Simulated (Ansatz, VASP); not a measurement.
## AlN: VASP beside Ansatz

The input INCAR:

```
SYSTEM = AlN
  PREC = Accurate
  ENCUT = 520
  EDIFF = 1E-6
  ISMEAR = 0
  SIGMA = 0.05
  LREAL = .FALSE.
  LASPH = .TRUE.
  NELM = 60
  ALGO = Normal
  ISIF = 2
  LWAVE = .FALSE.
  LCHARG = .TRUE.
  GGA = PS
  LELF = .TRUE.
  LVHAR = .TRUE.
  NBANDS = 11
```

Contents of KPOINTS:

```
regular mesh
0
G
  10 10 10
  0 0 0
```

POSCAR

```
AlN
1.0
    0.0000000000      2.2908669450      2.1375515447
    2.1375515447      0.0000000000      2.1375515447
    2.1375515447      2.2908669450      0.0000000000
Al N
1 1
Direct
   -0.0045066557      0.0045066557      0.0045066557
    0.7586811240      0.7413188760      0.7413188760
```

Input for Ansatz:

```yaml
crystal:
  lattice:
    - [0.0, 2.290866945, 2.1375515447]
    - [2.1375515447, 0.0, 2.1375515447]
    - [2.1375515447, 2.290866945, 0.0]
  atoms:
    - { symbol: Al, position: [-0.0045066557, 0.0045066557, 0.0045066557] }
    - { symbol: "N", position: [0.758681124, 0.741318876, 0.741318876] }
basis:
  ecutwfc: 520.0
kpoints:
  mp_grid: { grid: [10, 10, 10] }
hamiltonian:
  xc: pbesol
  pseudopotentials: { kind: paw, azcp: { folder: soft_1 } }
scf:
  occupations: { method: gaussian, width: 0.05 }
output:
  forces: true
  stress: true
  eigenvalues: true
```

Change from the starting cell: mode 4 frozen in at -0.038 Å, strain +e along z and -e/2 along x and y +0.0467.

Alike in both runs: task single point; functional PBEsol; k mesh 10 × 10 × 10; occupations gaussian, width 0.05 eV; no spin polarisation.

|  | VASP | Ansatz |
| --- | --- | --- |
| version | VASP 6.6.1 | Ansatz 0.2.0 |
| potentials or method | VASP PAW PBE potentials, release 64 (Al, N), cutoff 520 eV | scalar-relativistic, plane waves, PAW |
| valence electrons in the cell | 8 | 8 |

```tsv
	VASP	Ansatz	Ansatz less VASP
gap on the k mesh at the Fermi level (eV)	2.93	2.93	+0.008
least direct gap on the mesh (eV)	3.89	3.87	-0.015
pressure (GPa)	0.3	0.3	-0.02
traceless stress, the component that is largest in VASP (GPa)	-7.17	-7.15	+0.014
rms of the force components (eV/Å)	0.447	0.443	-0.0033
```

VASP's potentials were made for PBE, not for PBEsol, and Ansatz warns of the same on its side. Atom by atom the forces differ by 0.003 eV/Å (rms over components). With one functional, cell and mesh, what is left measures potentials, basis and numerics.
